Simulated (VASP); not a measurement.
# MgO (Fm-3m) in VASP: notebook

MgO is run at these levels: PBE; tasks: single point.

All numbers are computed with VASP 6.6.1; they aren't measurements. Logs are shortened: lines on timing, memory, paths and dates and some standing lists are left out, and cuts for length are marked.

## Step 1: The cell of the first run

Symmetry: Fm-3m, No. 225, cubic system. The conventional cell has a = 4.194 Å, b = 4.194 Å, c = 4.194 Å, α = 90.00°, β = 90.00°, γ = 90.00°. Mg (site symmetry m-3m) has 6 O at 2.10 Å within 2.8 Å. O (site symmetry m-3m) has 6 Mg at 2.10 Å within 2.8 Å.

## Step 2: Single point, PBE

Contents of INCAR:

```
PREC     = Accurate       # precision mode
ENCUT    = 520            # plane-wave cutoff, eV
EDIFF    = 1E-6           # SCF threshold, eV
ISMEAR   = 0              # smearing method
SIGMA    = 0.024          # smearing width, eV
LREAL    = False          # projectors in reciprocal space
LASPH    = True           # aspherical terms in the spheres
NELM     = 60             # most SCF steps
ALGO     = Normal         # electronic algorithm
ISIF     = 2              # what is computed and relaxed
LWAVE    = False          # write WAVECAR
LCHARG   = False          # write CHGCAR
GGA      = PE             # functional
NBANDS   = 11             # bands
```

Contents of KPOINTS:

```
Automatic mesh
0
Gamma
  11 11 11
```

Contents of POSCAR:

```
MgO
1.0
    0.0000000000      2.0970013927      2.0970013927
    2.0970013927      0.0000000000      2.0970013927
    2.0970013927      2.0970013927      0.0000000000
Mg O
1 1
Direct
    0.0000000000      0.0000000000      0.0000000000
    0.5000000000      0.5000000000      0.5000000000
```

Potentials or basis: VASP PAW PBE potentials, release 64 (Mg, O).

The run is started by

```
cat potpaw_PBE.64/Mg/POTCAR potpaw_PBE.64/O/POTCAR > POTCAR
mpirun -np 1 vasp_std > vasp.out
```

OUTCAR:

```text
PREC = Accurate
   ENCUT = 520
   EDIFF = 1E-6
   ISMEAR = 0
   LREAL = False
   LASPH = True
   NELM = 60
   ISIF = 2
   GGA = PE

 ion  position               nearest neighbor table
   1  0.000  0.000  0.000-   2 2.10   2 2.10   2 2.10   2 2.10   2 2.10   2 2.10
   2  0.500  0.500  0.500-   1 2.10   1 2.10   1 2.10   1 2.10   1 2.10   1 2.10

  LATTYP: Found a face centered cubic cell.
 ALAT       =     4.1940027854

  Lattice vectors:

 A1 = (   0.0000000000,   2.0970013927,   2.0970013927)
 A2 = (   2.0970013927,   0.0000000000,   2.0970013927)
 A3 = (   2.0970013927,   2.0970013927,   0.0000000000)

Analysis of symmetry for initial positions (statically):
=====================================================================
 Subroutine PRICEL returns:
 Original cell was already a primitive cell.

 Routine SETGRP: Setting up the symmetry group for a
 face centered cubic supercell.

 Subroutine GETGRP returns: Found 48 space group operations
 (whereof 48 operations were pure point group operations)
 out of a pool of 48 trial point group operations.

The static configuration has the point symmetry O_h .

Analysis of symmetry for dynamics (positions and initial velocities):
=====================================================================
 Subroutine PRICEL returns:
 Original cell was already a primitive cell.

 Routine SETGRP: Setting up the symmetry group for a
 face centered cubic supercell.

 Subroutine GETGRP returns: Found 48 space group operations
 (whereof 48 operations were pure point group operations)
 out of a pool of 48 trial point group operations.

The dynamic configuration has the point symmetry O_h .

 Subroutine INISYM returns: Found 48 space group operations
 (whereof 48 operations are pure point group operations),
 and found     1 'primitive' translations

----------------------------------------------------------------------------------------

                                     Primitive cell

  volume of cell :      18.4428

  direct lattice vectors                    reciprocal lattice vectors
     0.000000000  2.097001393  2.097001393    -0.238435702  0.238435702  0.238435702
     2.097001393  0.000000000  2.097001393     0.238435702 -0.238435702  0.238435702
     2.097001393  2.097001393  0.000000000     0.238435702  0.238435702 -0.238435702

  length of vectors
     2.965607810  2.965607810  2.965607810     0.412982751  0.412982751  0.412982751

  position of ions in fractional coordinates (direct lattice)
     0.000000000  0.000000000  0.000000000
     0.500000000  0.500000000  0.500000000

  ion indices of the primitive-cell ions
   primitive index   ion index
                 1           1
[... 85 lines left out ...]
   NUPDOWN=      -1.0000    fix difference up-down
   EMIN   =  10.00;   EMAX   =-10.00  energy-range for DOS
   EFERMI =   0.00;   METHOD = LEGACY
   ISMEAR =     0;   SIGMA  =   0.02  broadening in eV -4-tet -1-fermi 0-gaus
   EFERMI_NEDOS =   21; number of points for ismear=-14 and -15
   IALGO  =     38    algorithm
   IMIX   =      4    mixing-type and parameters
     AMIX     =   0.40;   BMIX     =  1.00
     AMIX_MAG =   1.60;   BMIX_MAG =  1.00
  volume/ion in A,a.u.               =       9.22        62.23
  Fermi-wavevector in a.u.,A,eV,Ry     =   1.239261  2.341864 20.895389  1.535768
  Thomas-Fermi vector in A             =   2.373752
   LORBIT       =      0    0 simple, 1 ext, 2 COOP (PROOUT), +10 PAW based schemes
   GGA     = PE    functional components
   LHFCALC =     F    Hartree Fock is set to
   AEXX    =    0.0000 exact exchange contribution
   IVDW    =     0    specifies the selected vdW correction
   LEPSILON=     F    determine dielectric tensor
   LRPA    =     F    only Hartree local field effects (RPA)
 non-spin polarized calculation
 Gauss-broadening in eV      SIGMA  =   0.02
  energy-cutoff  :      520.00
  volume of cell :       18.44
 maximum number of plane-waves:       531
 NGX is ok and might be reduce to    24
   NGX = 11   NGY = 11   NGZ = 11

 number of electron       8.0000004 magnetization

 Free energy of the ion-electron system (eV)
  ---------------------------------------------------
  ext. energy  EPLUGINS =         0.00000000
  ---------------------------------------------------
  free energy    TOTEN  =       -11.89769122 eV

  energy without entropy =      -11.89769122  energy(sigma->0) =      -11.89769122

 E-fermi :   3.4352     XC(G=0): -11.1399

 val. band max:        3.2844925301   @ k =   0.0000   0.0000   0.0000
 cond. band min:       8.1373565285   @ k =   0.0000   0.0000   0.0000
 fundamental gap:      4.8528639984
 Fermi energy:         3.4351719094

 k-point     1 :       0.0000    0.0000    0.0000
  band No.  band energies     occupation
      1     -14.0457      2.00000
      2       3.2845      2.00000
      3       3.2845      2.00000
      4       3.2845      2.00000
      5       8.1374      0.00000
      6      19.1572      0.00000
      7      19.1572      0.00000
      8      19.1572      0.00000
      9      23.1080      0.00000
     10      24.8974      0.00000
     11      24.8974      0.00000
[... 309 lines left out ...]
 k-point    24 :      -0.1818    0.1818    0.0000
  band No.  band energies     occupation
      1     -13.2441      2.00000
      2       0.4003      2.00000
      3       2.1552      2.00000
      4       2.9025      2.00000
      5      11.4462      0.00000
      6      15.4013      0.00000
      7      18.9006      0.00000
      8      21.3903      0.00000
      9      21.4227      0.00000
     10      24.6943      0.00000
     11      28.0453      0.00000

 [... further k-points ...]

------------------------ aborting loop because EDIFF is reached ----------------------------------------

  FORCE on cell =-STRESS in cart. coord.  units (eV):
  Direction    XX          YY          ZZ          XY          YZ          ZX
  --------------------------------------------------------------------------------------
  -------------------------------------------------------------------------------------
  Total        0.7113038      0.7113038      0.7113038     -0.0000000      0.0000000     -0.0000000
  in kB       61.7930426     61.7930426     61.7930426     -0.0000000      0.0000000     -0.0000000
  external PRESSURE =      61.7930426 kB  Pullay stress =       0.0000000 kB

 VOLUME and BASIS-vectors are now :
 -----------------------------------------------------------------------------
  energy-cutoff  :      520.00
  volume of cell :       18.44
      direct lattice vectors                 reciprocal lattice vectors
     0.000000000  2.097001393  2.097001393    -0.238435702  0.238435702  0.238435702
     2.097001393  0.000000000  2.097001393     0.238435702 -0.238435702  0.238435702
     2.097001393  2.097001393  0.000000000     0.238435702  0.238435702 -0.238435702

 POSITION                                       TOTAL-FORCE (eV/Angst)
 -----------------------------------------------------------------------------------
      0.00000      0.00000      0.00000        -0.000000     -0.000000     -0.000000
      2.09700      2.09700      2.09700         0.000000      0.000000      0.000000
 -----------------------------------------------------------------------------------
    total drift:                               -0.000000     -0.000000      0.000000

  FREE ENERGIE OF THE ION-ELECTRON SYSTEM (eV)
  ---------------------------------------------------
  free  energy   TOTEN  =       -11.8976912185 eV

  energy  without entropy=      -11.8976912185  energy(sigma->0) =      -11.89769122
```

stdout:

```text
POSCAR found type information on POSCAR MgO
 POSCAR found :  2 types and       2 ions
 scaLAPACK will be used
 LDA part: xc-table for (Slater+PW92), standard interpolation
 POSCAR, INCAR and KPOINTS ok, starting setup
 FFT: planning ... GRIDC
 FFT: planning ... GRID_SOFT
 FFT: planning ... GRID
 WAVECAR not read
 entering main loop
```

It took 5.5 s on 1 thread of Intel Xeon 6975P-C (Granite Rapids), shared host; peak memory 0.13 GiB.

What came out:

* Free energy: -11.8977 eV
* Pressure: 6.2 GPa
* Band gap on the k mesh: 4.85 eV, direct

## Step 3: Single point, PBE

Contents of INCAR:

```
SYSTEM = MgO
ALGO = Normal
EDIFF = 1E-6
ENCUT = 520
GGA = PE
ISIF = 2
ISMEAR = 0
LASPH = .True.
LCHARG = .False.
LREAL = .False.
LWAVE = .False.
NBANDS = 11
NELM = 60
PREC = Accurate
SIGMA = 0.025
```

Contents of KPOINTS:

```
k-points
0
Gamma
  11 11 11
  0 0 0
```

POSCAR is that of step 2.

Potentials or basis: VASP PAW PBE potentials, release 64 (Mg, O).

The run is started by

```
cat potpaw_PBE.64/Mg/POTCAR potpaw_PBE.64/O/POTCAR > POTCAR
mpirun -np 1 vasp_std > vasp.out
```

Run time: 5 s. Hardware: 1 thread of Intel Xeon 6975P-C (Granite Rapids), shared host; peak memory 0.14 GiB.

The run converged. Its results:

```yaml
Free_energy: -11.8977 eV
Pressure: 6.2 GPa
Band_gap_on_the_k_mesh: 4.85 eV, direct
```

Levels at points of the mesh, in eV from the valence-band top:
```csv
k point,band 1,band 2,band 3,band 4,band 5,band 6,band 7,band 8
"(0.00, 0.00, 0.00)",-17.33,0.00,0.00,0.00,4.85,15.87,15.87,15.87
```
